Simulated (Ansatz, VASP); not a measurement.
**One calculation of WO, two programs**

Contents of INCAR:

```
  PREC = Accurate
  ENCUT = 520
  EDIFF = 1E-6
  ISMEAR = 0
  SIGMA = 0.02
  LREAL = False
  LASPH = True
  NELM = 150
  ALGO = Normal
  ISIF = 2
  LWAVE = False
  LCHARG = True
  ISPIN = 2
  MAGMOM = 1 0
  LORBIT = 11
  LMAXMIX = 4
  LDAU = True
  LDAUTYPE = 2
  LDAUL = 2 -1
  LDAUU = 6.2 0
  LDAUJ = 0 0
  LDAUPRINT = 1
  GGA = PE
  LELF = True
  LVHAR = True
  NBANDS = 21
```

KPOINTS

```
Automatic mesh
0
Gamma
  10 10 10
```

POSCAR

```
WO
1.0
    0.0000000000      2.5497451025      2.5497451025
    2.5497451025      0.0000000000      2.5497451025
    2.5497451025      2.5497451025      0.0000000000
W O
1 1
Direct
    0.0000000000      0.0000000000      0.0000000000
    0.2500000000      0.2500000000      0.2500000000
```

Input for Ansatz:

```yaml
crystal:
  lattice:
    - [0.0, 2.5497450643, 2.5497450643]
    - [2.5497450643, 0.0, 2.5497450643]
    - [2.5497450643, 2.5497450643, 0.0]
  atoms:
    - { symbol: W, position: [0.0, 0.0, 0.0], spin: 1.0 }
    - { symbol: O, position: [0.25, 0.25, 0.25] }
basis:
  ecutwfc: 420
kpoints:
  mp_grid: { grid: [10, 10, 10] }
hamiltonian:
  xc: pbe
  hubbard: { sites: [{ species: W, l: d, u_eff: 6.2 }] }
scf:
  occupations: { method: gaussian, width: 0.02 }
output:
  forces: true
  stress: true
  eigenvalues: true
  populations: true
magnetization:
  spin_polarized: true
```

Alike in both runs: task single point; functional PBE; k mesh 10 × 10 × 10; occupations gaussian, width 0.02 eV; collinear spin; Hubbard terms W d U = 6.2 eV.

|  | VASP | Ansatz |
| --- | --- | --- |
| version | VASP 6.6.1 | Ansatz 0.2.0 |
| potentials or method | VASP PAW PBE potentials, release 64 (W_sv, O), cutoff 520 eV | scalar-relativistic, plane waves, PAW |
| valence electrons in the cell | 20 | 20 |

|  | VASP | Ansatz | Ansatz less VASP |
| --- | --- | --- | --- |
| pressure (GPa) | -19.0 | -13.4 | +5.59 |
| net moment per atom (μB) | 1.00 | 1.04 | +0.039 |
| size of the moment on the site where the two differ most (μB) | 1.76 | 1.25 | -0.515 |

Site moments also hang on the region over which each program counts them. The programs project onto different local orbitals, so the same U acts differently, and such runs can settle in different states. Ansatz's warnings: filled band counts differ across k points.

Spin-orbit coupling is off throughout.
